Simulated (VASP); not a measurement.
# FeNi2 (Fd-3m) in VASP: a series of runs

FeNi2 is run at these levels: PBE; tasks: single point.

Program: VASP 6.6.1. These are calculated values, not measurements. Logs are shortened: lines on timing, memory, paths and dates and some standing lists are left out, and cuts for length are marked.

## 1. The cell of the first run

The structure is cubic, space group Fd-3m (No. 227). The conventional cell has a = 6.550 Å, b = 6.550 Å, c = 6.550 Å, α = 90.00°, β = 90.00°, γ = 90.00°. Within 3.6 Å of Fe (site symmetry -43m) lie 12 Ni at 2.72 Å and 4 Fe at 2.84 Å. Ni (site symmetry -3m) has 6 Ni at 2.32 Å and 6 Fe at 2.72 Å within 3.1 Å.

## 2. Single point, PBE, collinear spin, ferromagnetic start

File INCAR:

```
SYSTEM = FeNi2
ALGO = Normal ; EDIFF = 1E-6
ENCUT = 520 ; GGA = PE
ISIF = 2 ; ISMEAR = 0
ISPIN = 2 ; LASPH = .TRUE.
LCHARG = .TRUE. ; LELF = .TRUE.
LMAXMIX = 4 ; LORBIT = 11
LREAL = .FALSE. ; LVHAR = .TRUE.
LWAVE = .FALSE. ; MAGMOM = 4 4 2 2 2 2
NBANDS = 41 ; NELM = 150
PREC = Accurate ; SIGMA = 0.1
```

File KPOINTS:

```
k-points
0
G
  6 6 6
  0 0 0
```

File POSCAR:

```
FeNi2
1.0
    0.0000000000      3.2750790000      3.2750790000
    3.2750790000      0.0000000000      3.2750790000
    3.2750790000      3.2750790000      0.0000000000
Fe Ni
2 4
Direct
    0.7500000000      0.7500000000      0.7500000000
    0.5000000000      0.5000000000      0.5000000000
    0.1250000000      0.1250000000      0.6250000000
    0.1250000000      0.6250000000      0.1250000000
    0.6250000000      0.1250000000      0.1250000000
    0.1250000000      0.1250000000      0.1250000000
```

Potentials or basis: VASP PAW PBE potentials, release 64 (Fe, Ni).

The run is started by

```sh
$ cat potpaw_PBE.64/Fe/POTCAR potpaw_PBE.64/Ni/POTCAR > POTCAR
$ mpirun -np 1 vasp_std > vasp.out
```

OUTCAR:

```text
SYSTEM = FeNi2
   EDIFF = 1E-6
   ENCUT = 520
   GGA = PE
   ISIF = 2
   ISMEAR = 0
   ISPIN = 2
   LASPH = .TRUE.
   LORBIT = 11
   LREAL = .FALSE.
   NELM = 150
   PREC = Accurate

 ion  position               nearest neighbor table
   1  0.750  0.750  0.750-   4 2.72   5 2.72   3 2.72   5 2.72   3 2.72   4 2.72   5 2.72   3 2.72
                             6 2.72   4 2.72   6 2.72   6 2.72   2 2.84   2 2.84   2 2.84   2 2.84
   2  0.500  0.500  0.500-   3 2.72   4 2.72   3 2.72   5 2.72   4 2.72   5 2.72   6 2.72   6 2.72
                             6 2.72   3 2.72   4 2.72   5 2.72   1 2.84   1 2.84   1 2.84   1 2.84
   3  0.125  0.125  0.625-   6 2.32   4 2.32   5 2.32   6 2.32   4 2.32   5 2.32   2 2.72   1 2.72
                             2 2.72   1 2.72   1 2.72   2 2.72
   4  0.125  0.625  0.125-   6 2.32   3 2.32   3 2.32   5 2.32   6 2.32   5 2.32   2 2.72   1 2.72
                             2 2.72   1 2.72   1 2.72   2 2.72
   5  0.625  0.125  0.125-   6 2.32   3 2.32   4 2.32   3 2.32   4 2.32   6 2.32   1 2.72   2 2.72
                             1 2.72   2 2.72   1 2.72   2 2.72
   6  0.125  0.125  0.125-   3 2.32   4 2.32   5 2.32   3 2.32   4 2.32   5 2.32   2 2.72   1 2.72
                             2 2.72   1 2.72   2 2.72   1 2.72

  LATTYP: Found a face centered cubic cell.
 ALAT       =     6.5501580000

  Lattice vectors:

 A1 = (   0.0000000000,   3.2750790000,   3.2750790000)
 A2 = (   3.2750790000,   0.0000000000,   3.2750790000)
 A3 = (   3.2750790000,   3.2750790000,   0.0000000000)

Analysis of symmetry for initial positions (statically):
=====================================================================
 Subroutine PRICEL returns:
 Original cell was already a primitive cell.

 Routine SETGRP: Setting up the symmetry group for a
 face centered cubic supercell.

 Subroutine GETGRP returns: Found 48 space group operations
 (whereof 24 operations were pure point group operations)
 out of a pool of 48 trial point group operations.

The static configuration has the point symmetry T_d .
 The point group associated with its full space group is O_h .

Analysis of symmetry for dynamics (positions and initial velocities):
=====================================================================
 Subroutine PRICEL returns:
 Original cell was already a primitive cell.

 Routine SETGRP: Setting up the symmetry group for a
 face centered cubic supercell.

 Subroutine GETGRP returns: Found 48 space group operations
 (whereof 24 operations were pure point group operations)
 out of a pool of 48 trial point group operations.

The dynamic configuration has the point symmetry T_d .
 The point group associated with its full space group is O_h .

Analysis of structural, dynamic, and magnetic symmetry:
=====================================================================
 Subroutine PRICEL returns:
 Original cell was already a primitive cell.

 Routine SETGRP: Setting up the symmetry group for a
 face centered cubic supercell.

 Subroutine GETGRP returns: Found 48 space group operations
 (whereof 24 operations were pure point group operations)
 out of a pool of 48 trial point group operations.

The overall configuration has the point symmetry T_d .
 The point group associated with its full space group is O_h .

 Subroutine INISYM returns: Found 48 space group operations
 (whereof 24 operations are pure point group operations),
 and found     1 'primitive' translations

----------------------------------------------------------------------------------------

                                     Primitive cell

  volume of cell :      70.2579

  direct lattice vectors                    reciprocal lattice vectors
     0.000000000  3.275079000  3.275079000    -0.152668073  0.152668073  0.152668073
     3.275079000  0.000000000  3.275079000     0.152668073 -0.152668073  0.152668073
     3.275079000  3.275079000  0.000000000     0.152668073  0.152668073 -0.152668073

  length of vectors
     4.631661140  4.631661140  4.631661140     0.264428859  0.264428859  0.264428859

  position of ions in fractional coordinates (direct lattice)
     0.750000000  0.750000000  0.750000000
     0.500000000  0.500000000  0.500000000
     0.125000000  0.125000000  0.625000000
     0.125000000  0.625000000  0.125000000
     0.625000000  0.125000000  0.125000000
     0.125000000  0.125000000  0.125000000

  ion indices of the primitive-cell ions
[... 54 lines left out ...]
   total plane-waves  NPLWV =  46656
   dimension x,y,z NGX =    36 NGY =   36 NGZ =   36
   dimension x,y,z NGXF=    72 NGYF=   72 NGZF=   72
   ions per type =               2   4
   NGX,Y,Z   is equivalent  to a cutoff of  12.92, 12.92, 12.92 a.u.
   NGXF,Y,Z  is equivalent  to a cutoff of  25.84, 25.84, 25.84 a.u.
 SYSTEM =  FeNi2
   PREC   = accura    normal or accurate (medium, high low for compatibility)
   ISTART =      0    job   : 0-new  1-cont  2-samecut
   ICHARG =      2    charge: 1-file 2-atom 10-const
   ISPIN  =      2    spin polarized calculation?
   LNONCOLLINEAR =      F non collinear calculations
   LSORBIT =      F    spin-orbit coupling
   LASPH  =      T    aspherical Exc in radial PAW
   ENCUT  =  520.0 eV  38.22 Ry    6.18 a.u.   8.61  8.61  8.61*2*pi/ulx,y,z
   NELM   =    150;   NELMIN=  2; NELMDL= -5     # of ELM steps
   EDIFF  = 0.1E-05   stopping-criterion for ELM
   LREAL  =      F    real-space projection
   EDIFFG = 0.1E-04   stopping-criterion for IOM
   NSW    =      0    number of steps for IOM
   IBRION =     -1    ionic relax: 0-MD 1-quasi-New 2-CG
   NFREE  =      0    steps in history (QN), initial steepest desc. (CG)
   ISIF   =      2    stress and relaxation
   ISYM   =      2    0-nonsym 1-usesym 2-fastsym
   POTIM  = 0.5000    time-step for ionic-motion
   TEBEG  =    0.0;   TEEND  =   0.0 temperature during run
   PSTRESS=    0.0 pullay stress
   NELECT =      56.0000    total number of electrons
   NUPDOWN=      -1.0000    fix difference up-down
   EMIN   =  10.00;   EMAX   =-10.00  energy-range for DOS
   EFERMI =   0.00;   METHOD = LEGACY
   ISMEAR =     0;   SIGMA  =   0.10  broadening in eV -4-tet -1-fermi 0-gaus
   EFERMI_NEDOS =   21; number of points for ismear=-14 and -15
   IALGO  =     38    algorithm
   IMIX   =      4    mixing-type and parameters
     AMIX     =   0.40;   BMIX     =  1.00
     AMIX_MAG =   1.60;   BMIX_MAG =  1.00
  volume/ion in A,a.u.               =      11.71        79.02
  Fermi-wavevector in a.u.,A,eV,Ry     =   1.517886  2.868388 31.347509  2.303977
  Thomas-Fermi vector in A             =   2.627081
   LORBIT       =     11    0 simple, 1 ext, 2 COOP (PROOUT), +10 PAW based schemes
   GGA     = PE    functional components
   LHFCALC =     F    Hartree Fock is set to
   AEXX    =    0.0000 exact exchange contribution
   IVDW    =     0    specifies the selected vdW correction
   LEPSILON=     F    determine dielectric tensor
   LRPA    =     F    only Hartree local field effects (RPA)
 spin polarized calculation
 Gauss-broadening in eV      SIGMA  =   0.10
  energy-cutoff  :      520.00
  volume of cell :       70.26
 maximum number of plane-waves:      1917
 NGX is ok and might be reduce to    36
   NGX = 17   NGY = 17   NGZ = 17

 number of electron      56.0000000 magnetization      16.0000000

 number of electron      55.9999984 magnetization       7.8626511

 Free energy of the ion-electron system (eV)
  ---------------------------------------------------
  ext. energy  EPLUGINS =         0.00000000
  ---------------------------------------------------
  free energy    TOTEN  =       -37.70737678 eV

  energy without entropy =      -37.66173728  energy(sigma->0) =      -37.68455703

 E-fermi :   7.7633     XC(G=0): -12.8334

 val. band max:        7.7608270713   @ k =   0.3333   0.1667   0.0000
 cond. band min:       7.7722576943   @ k =   0.5000   0.3333   0.0000
 fundamental gap:      0.0114306230
 Fermi energy:         7.7633098154

 spin component 1

 k-point     1 :       0.0000    0.0000    0.0000
  band No.  band energies     occupation
      1      -1.0498      1.00000
      2       2.4372      1.00000
      3       3.2183      1.00000
      4       3.2183      1.00000
      5       3.2183      1.00000
      6       4.0062      1.00000
[... 677 lines left out ...]
     39      19.2696      0.00000
     40      19.2696      0.00000
 Fermi energy:         7.7633098154

 spin component 2

 k-point     1 :       0.0000    0.0000    0.0000
  band No.  band energies     occupation
      1      -1.0482      1.00000
      2       2.8156      1.00000
      3       3.8853      1.00000
      4       3.8853      1.00000
      5       3.8853      1.00000
      6       4.4917      1.00000
[... 677 lines left out ...]
     39      19.5810      0.00000
     40      19.5810      0.00000
 [bands above 40 left out]

------------------------ aborting loop because EDIFF is reached ----------------------------------------

  FORCE on cell =-STRESS in cart. coord.  units (eV):
  Direction    XX          YY          ZZ          XY          YZ          ZX
  --------------------------------------------------------------------------------------
  -------------------------------------------------------------------------------------
  Total       -0.0535727     -0.0535727     -0.0535727      0.0000000      0.0000000      0.0000000
  in kB       -1.2216838     -1.2216838     -1.2216838      0.0000000      0.0000000      0.0000000
  external PRESSURE =      -1.2216838 kB  Pullay stress =       0.0000000 kB

 VOLUME and BASIS-vectors are now :
 -----------------------------------------------------------------------------
  energy-cutoff  :      520.00
  volume of cell :       70.26
      direct lattice vectors                 reciprocal lattice vectors
     0.000000000  3.275079000  3.275079000    -0.152668073  0.152668073  0.152668073
     3.275079000  0.000000000  3.275079000     0.152668073 -0.152668073  0.152668073
     3.275079000  3.275079000  0.000000000     0.152668073  0.152668073 -0.152668073

 POSITION                                       TOTAL-FORCE (eV/Angst)
 -----------------------------------------------------------------------------------
      4.91262      4.91262      4.91262         0.000000      0.000000      0.000000
      3.27508      3.27508      3.27508        -0.000000     -0.000000     -0.000000
      2.45631      2.45631      0.81877         0.000000     -0.000000      0.000000
      2.45631      0.81877      2.45631         0.000000     -0.000000      0.000000
      0.81877      2.45631      2.45631         0.000000     -0.000000      0.000000
      0.81877      0.81877      0.81877         0.000000     -0.000000      0.000000
 -----------------------------------------------------------------------------------
    total drift:                                0.000000      0.000000      0.000000

  FREE ENERGIE OF THE ION-ELECTRON SYSTEM (eV)
  ---------------------------------------------------
  free  energy   TOTEN  =       -37.7073767805 eV

  energy  without entropy=      -37.6617372777  energy(sigma->0) =      -37.68455703

 total charge

# of ion       s       p       d       tot
------------------------------------------
    1        0.382   0.384   6.061   6.826
    2        0.382   0.384   6.061   6.826
    3        0.543   0.549   8.353   9.445
    4        0.543   0.549   8.353   9.445
    5        0.543   0.549   8.353   9.445
    6        0.543   0.549   8.353   9.445
--------------------------------------------------
tot          2.935   2.964  45.534  51.433

 magnetization (x)

# of ion       s       p       d       tot
------------------------------------------
    1        0.000  -0.015   2.931   2.916
    2        0.000  -0.015   2.931   2.916
    3       -0.019  -0.062   0.610   0.529
    4       -0.019  -0.062   0.610   0.529
    5       -0.019  -0.062   0.610   0.529
    6       -0.019  -0.062   0.610   0.529
--------------------------------------------------
tot         -0.075  -0.279   8.303   7.949
```

Wall time 1.8 min (1 thread of Intel Xeon Platinum 8488C (Sapphire Rapids), shared host); peak memory 0.27 GiB.

What came out:

* Free energy: -37.7074 eV
* Pressure: -0.1 GPa
* Net moment: 7.86 μB per cell
* Site moments: Fe +2.92; Ni +0.53 μB
* Valence electrons inside the program's atomic spheres: Fe 6.83; Ni 9.45

## 3. Single point, PBE, collinear spin, ferromagnetic start

This run uses another cell than the first one, of 11.74 Å³/atom.

File INCAR:

```
SYSTEM = FeNi2
PREC     = Accurate       ! precision mode
ENCUT    = 520            ! plane-wave cutoff, eV
EDIFF    = 1E-7           ! SCF threshold, eV
ISMEAR   = 0              ! smearing method
SIGMA    = 0.1            ! smearing width, eV
LREAL    = .False.        ! projectors in reciprocal space
LASPH    = .True.         ! aspherical terms in the spheres
NELM     = 150            ! most SCF steps
ALGO     = Normal         ! electronic algorithm
ISIF     = 2              ! what is computed and relaxed
LWAVE    = .False.        ! write WAVECAR
LCHARG   = .True.         ! write CHGCAR
ISPIN    = 2              ! spin polarisation
MAGMOM   = 3.27 3.27 0.68 0.68 0.68 0.68 ! initial moments
LORBIT   = 11             ! projections on sites
LMAXMIX  = 4              ! l up to which the mixer works
GGA      = PE             ! functional
LELF     = .True.         ! ELF
LVHAR    = .True.       
NBANDS   = 41             ! bands
```

File KPOINTS:

```
Automatic mesh
0
Gamma
  10 10 10
  0 0 0
```

Changes to POSCAR since step 2:

```diff
@@ -2,5 +2,5 @@
 1.0
-    0.0000000000      3.2750790000      3.2750790000
-    3.2750790000      0.0000000000      3.2750790000
-    3.2750790000      3.2750790000      0.0000000000
+    0.0000000000      3.2779651807      3.2779651807
+    3.2779651807      0.0000000000      3.2779651807
+    3.2779651807      3.2779651807      0.0000000000
 Fe Ni
```

Potentials or basis: VASP PAW PBE potentials, release 64 (Fe, Ni).

The run is started by

```sh
$ cat potpaw_PBE.64/Fe/POTCAR potpaw_PBE.64/Ni/POTCAR > POTCAR
$ mpirun -np 1 vasp_std > vasp.out
```

Run time: 5.8 min. Hardware: 1 thread of Intel Xeon Platinum 8488C (Sapphire Rapids), shared host; peak memory 0.37 GiB.

Results (log left out):

| Item | Value |
| --- | --- |
| Free energy | -37.7411 eV |
| Pressure | -0.2 GPa |
| Net moment | 8.23 μB per cell |
| Site moments | Fe +2.96; Ni +0.60 μB |
| Valence electrons inside the program's atomic spheres | Fe 6.82; Ni 9.44 |

Levels at points of the mesh, in eV from the Fermi level:
Spin up:
```csv
k point,band 29,band 30,band 31,band 32,band 33,band 34,band 35,band 36
"(0.00, 0.00, 0.00)",-0.22,-0.22,-0.22,1.02,2.68,2.68,2.68,6.06
"(0.50, 0.00, 0.00)",-1.14,-0.90,-0.90,-0.22,1.71,2.25,2.25,4.93
"(0.50, 0.50, 0.00)",-1.18,-1.18,-0.97,-0.97,1.11,1.11,1.87,1.87
```
Spin down:
| k point | band 21 | band 22 | band 23 | band 24 | band 25 | band 26 | band 27 | band 28 |
| --- | --- | --- | --- | --- | --- | --- | --- | --- |
| (0.00, 0.00, 0.00) | -0.62 | -0.62 | -0.62 | 0.36 | 0.36 | 0.36 | 0.68 | 0.68 |
| (0.50, 0.00, 0.00) | -0.51 | -0.25 | -0.25 | -0.03 | -0.03 | 0.27 | 0.46 | 0.68 |
| (0.50, 0.50, 0.00) | -0.64 | -0.64 | -0.35 | -0.35 | 0.29 | 0.29 | 0.74 | 0.74 |
